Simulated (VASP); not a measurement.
# CaO in VASP: notebook, part 2 of 2

VASP 6.6.1. Earlier steps stand in the parts before.

## Step 3: Single point, r2SCAN (epitaxial xy strain -1.0%)

POSCAR reads:

```
CaO
1.0
    0.0000000000      2.5806644242      2.6478721599
    2.5806644242      0.0000000000      2.6478721599
    2.5806644242      2.5806644242      0.0000000000
Ca O
1 1
Direct
    0.0000000000      0.0000000000      0.0000000000
    0.2500000000      0.2500000000      0.2500000000
```

INCAR.step1 reads:

```
SYSTEM = CaO
PREC     = Accurate       ! precision mode
ENCUT    = 520            ! plane-wave cutoff, eV
ISMEAR   = 0              ! smearing method
SIGMA    = 0.01           ! smearing width, eV
LREAL    = .FALSE.        ! projectors in reciprocal space
LASPH    = .TRUE.         ! aspherical terms in the spheres
NELM     = 60             ! most SCF steps
NBANDS   = 15             ! bands
GGA      = PE             ! functional
ALGO     = Normal         ! electronic algorithm
EDIFF    = 1E-4           ! SCF threshold, eV
LWAVE    = .TRUE.         ! write WAVECAR
LCHARG   = .FALSE.        ! write CHGCAR
```

INCAR.step2 reads:

```
SYSTEM = CaO
PREC     = Accurate       ! precision mode
ENCUT    = 520            ! plane-wave cutoff, eV
EDIFF    = 1E-7           ! SCF threshold, eV
ISMEAR   = 0              ! smearing method
SIGMA    = 0.01           ! smearing width, eV
LREAL    = .FALSE.        ! projectors in reciprocal space
LASPH    = .TRUE.         ! aspherical terms in the spheres
NELM     = 60             ! most SCF steps
ALGO     = Normal         ! electronic algorithm
ISIF     = 2              ! what is computed and relaxed
LWAVE    = .FALSE.        ! write WAVECAR
LCHARG   = .FALSE.        ! write CHGCAR
METAGGA  = R2SCAN         ! meta-GGA
LMIXTAU  = .TRUE.       
NBANDS   = 15             ! bands
ISTART   = 1
```

KPOINTS reads:

```
regular mesh
0
G
  8 8 8
  0 0 0
```

Potentials or basis: VASP PAW PBE potentials, release 64 (Ca_sv, O).

Command:

```sh
> cat potpaw_PBE.64/Ca_sv/POTCAR potpaw_PBE.64/O/POTCAR > POTCAR
> cp INCAR.step1 INCAR
> mpirun -np 1 vasp_std > vasp.out
> cp INCAR.step2 INCAR
> mpirun -np 1 vasp_std > vasp.out
```

Wall time 4.8 min (1 thread of Intel Xeon 8259CL, shared host); peak memory 0.18 GiB.

The run converged. Its results:

```
Free energy            : -18.9383 eV
Pressure               : 1.2 GPa
Band gap on the k mesh : 3.72 eV (least direct gap 4.37 eV)
```

Stress tensor (GPa, compression positive):
```
1.39 0.00 0.00
0.00 1.39 0.00
0.00 0.00 0.98
```

Levels at points of the mesh, in eV from the valence-band top:
| k point | band 5 | band 6 | band 7 | band 8 | band 9 | band 10 | band 11 | band 12 |
| --- | --- | --- | --- | --- | --- | --- | --- | --- |
| (0.00, 0.00, 0.00) | -15.78 | -0.67 | -0.65 | -0.65 | 3.72 | 8.54 | 8.74 | 10.13 |
| (0.50, 0.00, 0.00) | -15.05 | -1.02 | -0.42 | -0.36 | 6.58 | 8.50 | 8.55 | 8.81 |
| (0.50, 0.50, 0.00) | -14.80 | -1.47 | 0.00 | 0.00 | 5.26 | 7.16 | 9.74 | 10.03 |
| (0.50, 0.00, 0.50) | -14.84 | -1.45 | -0.05 | -0.03 | 5.35 | 7.21 | 9.75 | 10.01 |

Caveat: the cell differs from its parent crystal (epitaxial xy strain -1.0%); the PAW data sets were made with another functional, which shifts forces and pressure a little. A k mesh can miss the band edges.

## Step 4: Single point, r2SCAN (uniaxial z strain +2.0%)

POSCAR reads:

```
CaO
1.0
    0.0000000000      2.6067317416      2.6588663764
    2.6067317416      0.0000000000      2.6588663764
    2.6067317416      2.6067317416      0.0000000000
Ca O
1 1
Direct
    0.0000000000      0.0000000000      0.0000000000
    0.2500000000      0.2500000000      0.2500000000
```

INCAR.step1 reads:

```
SYSTEM = CaO
PREC = Accurate
ENCUT = 520
ISMEAR = 0
SIGMA = 0.01
LREAL = .FALSE.
LASPH = .TRUE.
NELM = 100
NBANDS = 15
GGA = PE
ALGO = Normal
EDIFF = 1E-4
LWAVE = .TRUE.
LCHARG = .FALSE.
```

INCAR.step2 reads:

```
SYSTEM = CaO
PREC = Accurate
ENCUT = 520
EDIFF = 1E-7
ISMEAR = 0
SIGMA = 0.01
LREAL = .FALSE.
LASPH = .TRUE.
NELM = 100
ALGO = Normal
ISIF = 2
LWAVE = .FALSE.
LCHARG = .FALSE.
METAGGA = R2SCAN
LMIXTAU = .TRUE.
NBANDS = 15
ISTART = 1
```

KPOINTS is that of step 3.

Command:

```sh
> cat potpaw_PBE.64/Ca_sv/POTCAR potpaw_PBE.64/O/POTCAR > POTCAR
> cp INCAR.step1 INCAR
> mpirun -np 1 vasp_std > vasp.out
> cp INCAR.step2 INCAR
> mpirun -np 1 vasp_std > vasp.out
```

Run time: 3.6 min. Hardware: 1 thread of Intel Xeon 8259CL, shared host; peak memory 0.19 GiB.

It converged, with:

- Free energy: -18.9406 eV
- Pressure: -0.8 GPa
- Band gap on the k mesh: 3.65 eV (least direct gap 4.25 eV)

Stress tensor (GPa, compression positive):
```
-0.63  0.00  0.00
 0.00 -0.63  0.00
 0.00  0.00 -0.99
```

Levels at points of the mesh, in eV from the valence-band top:
```
           k point  band 5  band 6  band 7  band 8  band 9  band 10  band 11  band 12
(0.00, 0.00, 0.00)  -15.74   -0.62   -0.60   -0.60    3.65     8.48     8.62    10.01
(0.50, 0.00, 0.00)  -15.07   -1.00   -0.38   -0.33    6.50     8.41     8.44     8.67
(0.50, 0.50, 0.00)  -14.85   -1.41    0.00    0.00    5.24     7.10     9.61     9.90
(0.50, 0.00, 0.50)  -14.88   -1.39   -0.04   -0.03    5.30     7.14     9.61     9.88
```

Caveat: the cell differs from its parent crystal (uniaxial z strain +2.0%); the PAW data sets were made with another functional, which shifts forces and pressure a little.

## Step 5: Single point, r2SCAN (strain along [111] -1.0%)

POSCAR reads:

```
CaO
1.0
   -0.0173782116      2.5893535300      2.5893535300
    2.5893535300     -0.0173782116      2.5893535300
    2.5893535300      2.5893535300     -0.0173782116
Ca O
1 1
Direct
   -0.0006219345     -0.0006219345     -0.0006219345
    0.2506219345      0.2506219345      0.2506219345
```

INCAR.step1 reads:

```
SYSTEM = CaO
  PREC = Accurate
  ENCUT = 520
  ISMEAR = 0
  SIGMA = 0.01
  LREAL = .False.
  LASPH = .True.
  NELM = 100
  NBANDS = 15
  GGA = PE
  ALGO = Normal
  EDIFF = 1E-4
  LWAVE = .True.
  LCHARG = .False.
```

INCAR.step2 reads:

```
SYSTEM = CaO
  PREC = Accurate
  ENCUT = 520
  EDIFF = 1E-6
  ISMEAR = 0
  SIGMA = 0.01
  LREAL = .False.
  LASPH = .True.
  NELM = 100
  ALGO = Normal
  ISIF = 2
  LWAVE = .False.
  LCHARG = .True.
  METAGGA = R2SCAN
  LMIXTAU = .True.
  LELF = .True.
  LVHAR = .True.
  NBANDS = 15
  ISTART = 1
```

KPOINTS reads:

```
Automatic mesh
0
Gamma
  8 8 8
  0 0 0
```

Command:

```sh
> cat potpaw_PBE.64/Ca_sv/POTCAR potpaw_PBE.64/O/POTCAR > POTCAR
> cp INCAR.step1 INCAR
> mpirun -np 1 vasp_std > vasp.out
> cp INCAR.step2 INCAR
> mpirun -np 1 vasp_std > vasp.out
```

It took 2.9 min on 1 thread of Intel Xeon 8259CL, shared host; peak memory 0.19 GiB.

Results (log left out):

| Quantity | Value |
| --- | --- |
| Free energy | -18.9364 eV |
| Pressure | 1.8 GPa |
| Largest force | 0.004 eV/Å |
| Band gap on the k mesh | 3.76 eV (least direct gap 4.39 eV) |

Forces on the atoms (eV/Å):
```
Ca  -0.002 -0.002 -0.002
O    0.002  0.002  0.002
```

Stress tensor (GPa, compression positive):
```
1.76 0.25 0.25
0.25 1.76 0.25
0.25 0.25 1.76
```

Levels at points of the mesh, in eV from the valence-band top:
```tsv
k point	band 5	band 6	band 7	band 8	band 9	band 10	band 11	band 12
(0.00, 0.00, 0.00)	-15.77	-0.66	-0.66	-0.62	3.76	8.69	8.69	10.35
(0.50, 0.00, 0.00)	-15.01	-1.01	-0.38	-0.37	6.61	8.51	8.62	8.88
(0.50, 0.50, 0.00)	-14.79	-1.45	-0.01	0.00	5.35	7.24	9.79	10.09
(0.50, 0.50, 0.50)	-15.03	-0.98	-0.40	-0.40	6.62	8.57	8.57	8.88
```

Caveat: the cell differs from its parent crystal (strain along [111] -1.0%); the PAW data sets were made with another functional, which shifts forces and pressure a little. A k mesh can miss the band edges.

## Step 6: Single point, r2SCAN (epitaxial 111 strain +0.5%)

POSCAR reads:

```
CaO
1.0
   -0.0165744609      2.6031909394      2.6031909394
    2.6031909394     -0.0165744609      2.6031909394
    2.6031909394      2.6031909394     -0.0165744609
Ca O
1 1
Direct
   -0.0005640819     -0.0005640819     -0.0005640819
    0.2505640819      0.2505640819      0.2505640819
```

INCAR.step1 reads:

```
PREC = Accurate ; ENCUT = 520
ISMEAR = 0 ; SIGMA = 0.01
LREAL = False ; LASPH = True
NELM = 80 ; NBANDS = 15
GGA = PE ; ALGO = Normal
EDIFF = 1E-4 ; LWAVE = True
LCHARG = False
```

INCAR.step2 reads:

```
PREC = Accurate ; ENCUT = 520
EDIFF = 1E-6 ; ISMEAR = 0
SIGMA = 0.01 ; LREAL = False
LASPH = True ; NELM = 80
ALGO = Normal ; ISIF = 2
LWAVE = False ; LCHARG = False
METAGGA = R2SCAN ; LMIXTAU = True
NBANDS = 15 ; ISTART = 1
```

KPOINTS reads:

```
regular mesh
0
Gamma
  8 8 8
```

Potentials or basis: VASP PAW PBE potentials, release 64 (Ca_sv, O).

Command:

```sh
> cat potpaw_PBE.64/Ca_sv/POTCAR potpaw_PBE.64/O/POTCAR > POTCAR
> cp INCAR.step1 INCAR
> mpirun -np 1 vasp_std > vasp.out
> cp INCAR.step2 INCAR
> mpirun -np 1 vasp_std > vasp.out
```

Wall time 2.8 min (1 thread of Intel Xeon 8259CL, shared host); peak memory 0.19 GiB.

Results (log left out):

```yaml
Free_energy: -18.9407 eV
Pressure: 0.4 GPa
Largest_force: 0.003 eV/Å
Band_gap_on_the_k_mesh: 3.71 eV (least direct gap 4.31 eV)
```

Forces on the atoms (eV/Å):
```
Ca  -0.002 -0.002 -0.002
O    0.002  0.002  0.002
```

Stress tensor (GPa, compression positive):
```
0.42 0.24 0.24
0.24 0.42 0.24
0.24 0.24 0.42
```

Levels at points of the mesh, in eV from the valence-band top:
```csv
k point,band 6,band 7,band 8,band 9,band 10,band 11
"(0.00, 0.00, 0.00)",-0.63,-0.63,-0.60,3.71,8.63,8.63
"(0.50, 0.00, 0.00)",-1.00,-0.36,-0.35,6.56,8.45,8.55
"(0.50, 0.50, 0.00)",-1.42,-0.01,0.00,5.32,7.19,9.71
"(0.50, 0.50, 0.50)",-0.97,-0.37,-0.37,6.57,8.51,8.51
```

Caveat: the cell differs from its parent crystal (epitaxial 111 strain +0.5%); the PAW data sets were made with another functional, which shifts forces and pressure a little. A k mesh can miss the band edges.

## Step 7: The runs side by side

| cell | gap on the mesh (eV) | pressure (GPa) |
| --- | --- | --- |
| a = 3.712, b = 3.712, c = 3.594 Å, angles 61.0, 61.0, 57.9°, 2 atoms | 3.71 | 1.9 |
| a = 3.697, b = 3.697, c = 3.650 Å, angles 60.4, 60.4, 59.1°, 2 atoms | 3.72 | 1.2 |
| a = 3.724, b = 3.724, c = 3.686 Å, angles 60.3, 60.3, 59.3°, 2 atoms | 3.65 | -0.8 |
| a = 3.662 Å, angles 60.4°, 2 atoms | 3.76 | 1.8 |
| a = 3.682 Å, angles 60.4°, 2 atoms | 3.71 | 0.4 |

Alike in all rows: task single point; level r2SCAN; potentials or basis VASP PAW PBE potentials, release 64 (Ca_sv, O); no spin polarisation; k mesh 8 × 8 × 8; cutoff (eV) 520; smearing gaussian 0.01 eV.

Caveats: the PAW data sets were made with another functional, which shifts forces and pressure a little.

Absolute energies hang on the potentials; compare differences alone.
